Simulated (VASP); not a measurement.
# TiB2 (P6/mmm) in VASP: notebook

Runs on TiB2. Level: PBE. Tasks: single point.

Everything below comes from runs of VASP 6.6.1. Logs are shortened: lines on timing, memory, paths and dates and some standing lists are left out, and cuts for length are marked.

## 1. The cell of the first run

Symmetry: P6/mmm, No. 191, hexagonal system. Conventional cell: a = 3.054 Å, b = 3.054 Å, c = 3.255 Å, α = 90.00°, β = 90.00°, γ = 120.00°. Within 3.2 Å of Ti (site symmetry 6/mmm) lie 12 B at 2.40 Å and 6 Ti at 3.05 Å. Within 2.3 Å of B (site symmetry -6m2) lie 3 B at 1.76 Å.

## 2. Single point, PBE

File INCAR:

```
PREC = Accurate ; ENCUT = 520
EDIFF = 1E-6 ; ISMEAR = 1
SIGMA = 0.15 ; LREAL = F
LASPH = T ; NELM = 100
ALGO = Normal ; ISIF = 2
LWAVE = F ; LCHARG = F
GGA = PE ; NBANDS = 16
```

File KPOINTS:

```
Automatic mesh
0
Gamma
  11 11 9
```

File POSCAR:

```
TiB2
1.0
    3.0542358461      0.0000000000      0.0000000000
   -1.5271179230      2.6450458287      0.0000000000
    0.0000000000      0.0000000000      3.2550822017
Ti B
1 2
Direct
    0.0000000000      0.0000000000      0.0000000000
    0.3333333333      0.6666666667      0.5000000000
    0.6666666667      0.3333333333      0.5000000000
```

Potentials or basis: VASP PAW PBE potentials, release 64 (Ti_sv, B).

Started as:

```console
> cat potpaw_PBE.64/Ti_sv/POTCAR potpaw_PBE.64/B/POTCAR > POTCAR
> mpirun -np 1 vasp_std > vasp.out
```

OUTCAR:

```text
PREC = Accurate
   ENCUT = 520
   EDIFF = 1E-6
   ISMEAR = 1
   LREAL = F
   LASPH = T
   NELM = 100
   ISIF = 2
   GGA = PE

 ion  position               nearest neighbor table
   1  0.000  0.000  0.000-   2 2.40   2 2.40   3 2.40   3 2.40   2 2.40   3 2.40   2 2.40   3 2.40
                             3 2.40   3 2.40   2 2.40   2 2.40
   2  0.333  0.667  0.500-   3 1.76   3 1.76   3 1.76   1 2.40   1 2.40   1 2.40   1 2.40   1 2.40
                             1 2.40
   3  0.667  0.333  0.500-   2 1.76   2 1.76   2 1.76   1 2.40   1 2.40   1 2.40   1 2.40   1 2.40
                             1 2.40

  LATTYP: Found a hexagonal cell.
 ALAT       =     3.0542358461
 C/A-ratio  =     1.0657599366

  Lattice vectors:

 A1 = (   3.0542358461,   0.0000000000,   0.0000000000)
 A2 = (  -1.5271179230,   2.6450458287,   0.0000000000)
 A3 = (   0.0000000000,   0.0000000000,   3.2550822017)

Analysis of symmetry for initial positions (statically):
=====================================================================
 Subroutine PRICEL returns:
 Original cell was already a primitive cell.

 Routine SETGRP: Setting up the symmetry group for a
 hexagonal supercell.

 Subroutine GETGRP returns: Found 24 space group operations
 (whereof 24 operations were pure point group operations)
 out of a pool of 24 trial point group operations.

The static configuration has the point symmetry D_6h.

Analysis of symmetry for dynamics (positions and initial velocities):
=====================================================================
 Subroutine PRICEL returns:
 Original cell was already a primitive cell.

 Routine SETGRP: Setting up the symmetry group for a
 hexagonal supercell.

 Subroutine GETGRP returns: Found 24 space group operations
 (whereof 24 operations were pure point group operations)
 out of a pool of 24 trial point group operations.

The dynamic configuration has the point symmetry D_6h.

 Subroutine INISYM returns: Found 24 space group operations
 (whereof 24 operations are pure point group operations),
 and found     1 'primitive' translations

----------------------------------------------------------------------------------------

                                     Primitive cell

  volume of cell :      26.2965

  direct lattice vectors                    reciprocal lattice vectors
     3.054235846  0.000000000  0.000000000     0.327414139  0.189032642  0.000000000
    -1.527117923  2.645045829  0.000000000     0.000000000  0.378065283  0.000000000
     0.000000000  0.000000000  3.255082202     0.000000000  0.000000000  0.307211904

  length of vectors
     3.054235846  3.054235843  3.255082202     0.378065283  0.378065283  0.307211904

  position of ions in fractional coordinates (direct lattice)
     0.000000000  0.000000000  0.000000000
     0.333333333  0.666666667  0.500000000
     0.666666667  0.333333333  0.500000000

  ion indices of the primitive-cell ions
   primitive index   ion index
                 1           1
                 2           2
                 3           3

----------------------------------------------------------------------------------------

 KPOINTS: Automatic mesh

Automatic generation of k-mesh.
 Grid dimensions read from file:
 generate k-points for:   11   11    9

 Generating k-lattice:

  Cartesian coordinates                     Fractional coordinates (reciprocal lattice)
     0.029764922  0.017184786  0.000000000     0.090909091  0.000000000  0.000000000
     0.000000000  0.034369571  0.000000000     0.000000000  0.090909091  0.000000000
     0.000000000  0.000000000  0.034134656     0.000000000  0.000000000  0.111111111

  Length of vectors
     0.034369571  0.034369571  0.034134656

  Shift w.r.t. Gamma in fractional coordinates (k-lattice)
     0.000000000  0.000000000  0.000000000

 Subroutine IBZKPT returns following result:
 ===========================================

 Found     80 irreducible k-points:

 Following reciprocal coordinates:
            Coordinates               Weight
  0.000000  0.000000  0.000000      1.000000
  0.090909  0.000000  0.000000      6.000000
  0.181818  0.000000  0.000000      6.000000
  0.272727 -0.000000  0.000000      6.000000
  0.363636  0.000000  0.000000      6.000000
  0.454545  0.000000  0.000000      6.000000
[... 16 lines left out ...]
  0.090909  0.090909  0.111111     12.000000
  0.181818  0.090909  0.111111     24.000000
 [... further k-points ...]
   k-points           NKPTS =     80   k-points in BZ     NKDIM =     80   number of bands    NBANDS=     16
   number of dos      NEDOS =    301   number of ions     NIONS =      3
   total plane-waves  NPLWV =  13824
   dimension x,y,z NGX =    24 NGY =   24 NGZ =   24
   dimension x,y,z NGXF=    48 NGYF=   48 NGZF=   48
   ions per type =               1   2
   NGX,Y,Z   is equivalent  to a cutoff of  13.06, 13.06, 12.26 a.u.
   NGXF,Y,Z  is equivalent  to a cutoff of  26.13, 26.13, 24.51 a.u.
 SYSTEM =  unknown system
   PREC   = accura    normal or accurate (medium, high low for compatibility)
   ISTART =      0    job   : 0-new  1-cont  2-samecut
   ICHARG =      2    charge: 1-file 2-atom 10-const
   ISPIN  =      1    spin polarized calculation?
   LNONCOLLINEAR =      F non collinear calculations
   LSORBIT =      F    spin-orbit coupling
   LASPH  =      T    aspherical Exc in radial PAW
   ENCUT  =  520.0 eV  38.22 Ry    6.18 a.u.   5.68  5.68  6.05*2*pi/ulx,y,z
   NELM   =    100;   NELMIN=  2; NELMDL= -5     # of ELM steps
   EDIFF  = 0.1E-05   stopping-criterion for ELM
   LREAL  =      F    real-space projection
   EDIFFG = 0.1E-04   stopping-criterion for IOM
   NSW    =      0    number of steps for IOM
   IBRION =     -1    ionic relax: 0-MD 1-quasi-New 2-CG
   NFREE  =      0    steps in history (QN), initial steepest desc. (CG)
   ISIF   =      2    stress and relaxation
   ISYM   =      2    0-nonsym 1-usesym 2-fastsym
   POTIM  = 0.5000    time-step for ionic-motion
   TEBEG  =    0.0;   TEEND  =   0.0 temperature during run
   PSTRESS=    0.0 pullay stress
   NELECT =      18.0000    total number of electrons
   NUPDOWN=      -1.0000    fix difference up-down
   EMIN   =  10.00;   EMAX   =-10.00  energy-range for DOS
   EFERMI =   0.00;   METHOD = LEGACY
   ISMEAR =     1;   SIGMA  =   0.15  broadening in eV -4-tet -1-fermi 0-gaus
   EFERMI_NEDOS =   21; number of points for ismear=-14 and -15
   IALGO  =     38    algorithm
   IMIX   =      4    mixing-type and parameters
     AMIX     =   0.40;   BMIX     =  1.00
     AMIX_MAG =   1.60;   BMIX_MAG =  1.00
  volume/ion in A,a.u.               =       8.77        59.15
  Fermi-wavevector in a.u.,A,eV,Ry     =   1.442779  2.726457 28.322033  2.081611
  Thomas-Fermi vector in A             =   2.561261
   LORBIT       =      0    0 simple, 1 ext, 2 COOP (PROOUT), +10 PAW based schemes
   GGA     = PE    functional components
   LHFCALC =     F    Hartree Fock is set to
   AEXX    =    0.0000 exact exchange contribution
   IVDW    =     0    specifies the selected vdW correction
   LEPSILON=     F    determine dielectric tensor
   LRPA    =     F    only Hartree local field effects (RPA)
 non-spin polarized calculation
 Methfessel and Paxton  Order N= 1 SIGMA  =   0.15
  energy-cutoff  :      520.00
  volume of cell :       26.30
 maximum number of plane-waves:       721
 NGX is ok and might be reduce to    24
   NGX = 11   NGY = 11   NGZ = 13

 number of electron      18.0000002 magnetization

 Free energy of the ion-electron system (eV)
  ---------------------------------------------------
  ext. energy  EPLUGINS =         0.00000000
  ---------------------------------------------------
  free energy    TOTEN  =       -24.41901633 eV

  energy without entropy =      -24.41907566  energy(sigma->0) =      -24.41903611

 E-fermi :   9.6962     XC(G=0): -12.6504

 val. band max:        9.6856414072   @ k =   0.1818   0.1818   0.1111
 cond. band min:       9.7172564455   @ k =   0.0909   0.0000   0.3333
 fundamental gap:      0.0316150383
 Fermi energy:         9.6962442297

 k-point     1 :       0.0000    0.0000    0.0000
  band No.  band energies     occupation
      1     -47.2912      2.00000
      2     -23.6347      2.00000
      3     -23.3391      2.00000
      4     -23.3391      2.00000
      5      -3.6383      2.00000
      6       7.1813      2.00000
[... 8 lines left out ...]
     15      15.3943      0.00000
     16      16.4362      0.00000

 k-point     2 :       0.0909    0.0000    0.0000
  band No.  band energies     occupation
      1     -47.2874      2.00000
      2     -23.6297      2.00000
      3     -23.3692      2.00000
      4     -23.3460      2.00000
      5      -3.4824      2.00000
      6       6.7278      2.00000
[... 8 lines left out ...]
     15      16.2938      0.00000
     16      16.9428      0.00000

 k-point     3 :       0.1818    0.0000    0.0000
  band No.  band energies     occupation
      1     -47.2770      2.00000
      2     -23.6164      2.00000
      3     -23.4492      2.00000
      4     -23.3643      2.00000
      5      -3.0244      2.00000
      6       5.5941      2.00000
[... 8 lines left out ...]
     15      17.6199      0.00000
     16      18.0996      0.00000

 k-point     4 :       0.2727   -0.0000    0.0000
  band No.  band energies     occupation
      1     -47.2634      2.00000
      2     -23.5990      2.00000
      3     -23.5524      2.00000
      4     -23.3881      2.00000
      5      -2.2908      2.00000
      6       4.1594      2.00000
[... 8 lines left out ...]
     15      16.7890      0.00000
     16      18.6323      0.00000
[... 324 lines left out ...]
 k-point    22 :       0.4545    0.0000    0.1111
  band No.  band energies     occupation
      1     -47.2420      2.00000
      2     -23.6976      2.00000
      3     -23.5920      2.00000
      4     -23.4206      2.00000
      5      -0.0801      2.00000
      6       1.2411      2.00000
[... 8 lines left out ...]
     15      17.5767      0.00000
     16      18.7200      0.00000

 k-point    23 :       0.0909    0.0909    0.1111
  band No.  band energies     occupation
      1     -47.2788      2.00000
      2     -23.6414      2.00000
      3     -23.4202      2.00000
      4     -23.3585      2.00000
      5      -3.0308      2.00000
      6       6.0958      2.00000
[... 8 lines left out ...]
     15      17.1345      0.00000
     16      17.3290      0.00000

 k-point    24 :       0.1818    0.0909    0.1111
  band No.  band energies     occupation
      1     -47.2668      2.00000
      2     -23.6254      2.00000
      3     -23.5068      2.00000
      4     -23.3841      2.00000
      5      -2.4517      2.00000
      6       4.8936      2.00000
[... 8 lines left out ...]
     15      17.3747      0.00000
     16      18.4912      0.00000

 [... further k-points ...]

------------------------ aborting loop because EDIFF is reached ----------------------------------------

  FORCE on cell =-STRESS in cart. coord.  units (eV):
  Direction    XX          YY          ZZ          XY          YZ          ZX
  --------------------------------------------------------------------------------------
  -------------------------------------------------------------------------------------
  Total       -0.9379676     -0.9379676     -0.8832150     -0.0000000      0.0000000     -0.0000000
  in kB      -57.1479535    -57.1479534    -53.8120197     -0.0000000      0.0000000     -0.0000000
  external PRESSURE =     -56.0359755 kB  Pullay stress =       0.0000000 kB

 VOLUME and BASIS-vectors are now :
 -----------------------------------------------------------------------------
  energy-cutoff  :      520.00
  volume of cell :       26.30
      direct lattice vectors                 reciprocal lattice vectors
     3.054235846  0.000000000  0.000000000     0.327414139  0.189032642  0.000000000
    -1.527117923  2.645045829  0.000000000     0.000000000  0.378065283  0.000000000
     0.000000000  0.000000000  3.255082202     0.000000000  0.000000000  0.307211904

 POSITION                                       TOTAL-FORCE (eV/Angst)
 -----------------------------------------------------------------------------------
      0.00000      0.00000      0.00000        -0.000000      0.000000     -0.000000
     -0.00000      1.76336      1.62754        -0.000000      0.000000      0.000000
      1.52712      0.88168      1.62754         0.000000      0.000000     -0.000000
 -----------------------------------------------------------------------------------
    total drift:                               -0.000000      0.000000      0.000000

  FREE ENERGIE OF THE ION-ELECTRON SYSTEM (eV)
  ---------------------------------------------------
  free  energy   TOTEN  =       -24.4190163317 eV

  energy  without entropy=      -24.4190756560  energy(sigma->0) =      -24.41903611
```

Run time: 62 s. Hardware: 1 thread of AMD EPYC 7R13, shared host; peak memory 0.13 GiB.

What came out:

```yaml
Free_energy: -24.4190 eV
Pressure: -5.6 GPa
Band_gap_on_the_k_mesh: zero (band 9 reaches 9.91 eV, above the bottom of band 10 at 9.48 eV)
```

Stress tensor (GPa, compression positive):
```
-5.71  0.00  0.00
 0.00 -5.71  0.00
 0.00  0.00 -5.38
```

## 3. Single point, PBE

This run uses another cell than the first one, of 8.98 Å³/atom, 1.024 times its volume.

File INCAR:

```
SYSTEM = TiB2
PREC = Accurate
ENCUT = 520
EDIFF = 1E-6
ISMEAR = 1
SIGMA = 0.15
LREAL = .False.
LASPH = .True.
NELM = 80
ALGO = Normal
ISIF = 2
LWAVE = .False.
LCHARG = .False.
GGA = PE
NBANDS = 16
```

File KPOINTS:

```
Automatic mesh
0
Gamma
  11 11 9
  0 0 0
```

File POSCAR:

```
TiB2
1.0
    3.0788678441      0.0000000000      0.0000000000
   -1.5394339220      2.6663777647      0.0000000000
    0.0000000000      0.0000000000      3.2813339983
Ti B
1 2
Direct
    0.0000000000      0.0000000000      0.0000000000
    0.3333333333      0.6666666667      0.5000000000
    0.6666666667      0.3333333333      0.5000000000
```

Potentials or basis: VASP PAW PBE potentials, release 64 (Ti_sv, B).

Started as:

```console
> cat potpaw_PBE.64/Ti_sv/POTCAR potpaw_PBE.64/B/POTCAR > POTCAR
> mpirun -np 1 vasp_std > vasp.out
```

Wall time 56 s (1 thread of AMD EPYC 7R13, shared host); peak memory 0.13 GiB.

It converged, with:

* Free energy: -24.3859 eV
* Pressure: -11.0 GPa
* Band gap on the k mesh: zero (band 9 reaches 9.64 eV, above the bottom of band 10 at 9.23 eV)

Stress tensor (GPa, compression positive):
```
-11.49   0.00   0.00
  0.00 -11.49   0.00
  0.00   0.00  -9.90
```

Levels at points of the mesh, in eV from the Fermi level:
```tsv
k point	band 6	band 7	band 8	band 9	band 10	band 11	band 12	band 13
(0.00, 0.00, 0.00)	-2.46	-2.46	-2.27	-1.96	1.78	1.78	3.46	3.46
```

[end of part 1 of 2]
